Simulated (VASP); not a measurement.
ZnSnP2: relaxation of cell and atoms with PBEsol

The system is ZnSnP2.

```
Zn Sn P
1.0
    -2.82375    2.82375    5.66217
     2.82375   -2.82375    5.66217
     2.82375    2.82375   -5.66217
Zn Sn P
2 2 4
Direct
  0.75000 0.25000 0.50000
  0.00000 0.00000 0.00000
  0.25000 0.75000 0.50000
  0.50000 0.50000 0.00000
  0.37500 0.35362 0.47862
  0.64638 0.12500 0.02138
  0.10362 0.62500 0.97862
  0.87500 0.89638 0.52138
```

| Item | Value |
| --- | --- |
| Program | VASP 6.6.1 |
| Task | relaxation of cell and atoms |
| Functional | PBEsol |
| Potentials or basis | VASP PAW PBE potentials, release 64 (Zn, Sn_d, P) |
| Cutoff | 600 eV |
| k mesh | 8 × 8 × 8 |
| Occupations | gaussian, width 0.03 eV |
| Spin | no spin polarisation |
| Further INCAR settings | ALGO = Normal; EDIFF = 1e-06; IBRION = 2; EDIFFG = -0.01; NSW = 90; ISIF = 3 |

```yaml
Relaxed_volume: 22.30 Å³/atom
Relaxed_cell: a = 6.899 Å, b = 6.899 Å, c = 6.899 Å, α = 131.88°, β = 131.88°, γ = 70.42°
Space_group_after_relaxing_to_0.1_Å: I-42d (No. 122)
Energy_gained_by_relaxing: 1.1 meV/atom
Ionic_steps: 5
Pressure_after_relaxing: 0.0 GPa
Band_gap_on_the_k_mesh: 0.81 eV
```

The path:
```csv
step,energy change (eV),largest force (eV/Å),pressure (GPa),volume (Å³)
1,0.0000,0.1228,-0.73,180.59
2,-0.0065,0.0975,0.29,177.92
3,-0.0067,0.1010,0.15,178.27
4,-0.0084,0.0403,0.05,178.36
5,-0.0087,0.0009,0.00,178.41
```

Final structure:
```xyz
8
Lattice="-2.8130 2.8130 5.6369 2.8130 -2.8130 5.6369 2.8130 2.8130 -5.6369" Properties=species:S:1:pos:R:3 pbc="T T T"
Zn    0.0000    2.8130    2.8185
Zn    0.0000    0.0000    0.0000
Sn    2.8130    0.0000    2.8185
Sn    0.0000    0.0000    5.6369
P     1.2716    1.4065    1.4092
P    -1.4065    1.5413    4.2277
P     4.2194    1.2716   -1.4092
P     1.5413    1.4065    7.0462
```

Levels at points of the mesh, in eV from the valence-band top:
```tsv
k point	band 32	band 33	band 34	band 35	band 36	band 37	band 38	band 39	band 40	band 41
(0.00, 0.00, 0.00)	-2.60	-2.60	0.00	0.00	0.00	0.81	1.24	1.49	3.29	3.29
(0.50, 0.00, 0.00)	-2.51	-2.30	-1.97	-1.52	-1.02	2.48	2.58	2.69	3.60	3.69
(0.50, 0.50, 0.00)	-1.58	-1.12	-1.12	-0.84	-0.84	1.05	1.05	2.79	2.79	4.17
(0.50, 0.50, 0.50)	-2.69	-1.75	-1.75	-1.44	-1.44	1.25	1.25	1.27	1.27	2.15
```

Run time: 16 min on 2 MPI ranks on Intel(R) Xeon(R) Platinum 8488C (Sapphire Rapids), with other jobs on the host, peak memory 0.75 GiB a rank.

Caveat: the PAW data sets were made with another functional, which shifts forces and pressure a little; spin-orbit coupling is left out, which moves the levels of the heavy elements. A k mesh can miss the band edges.
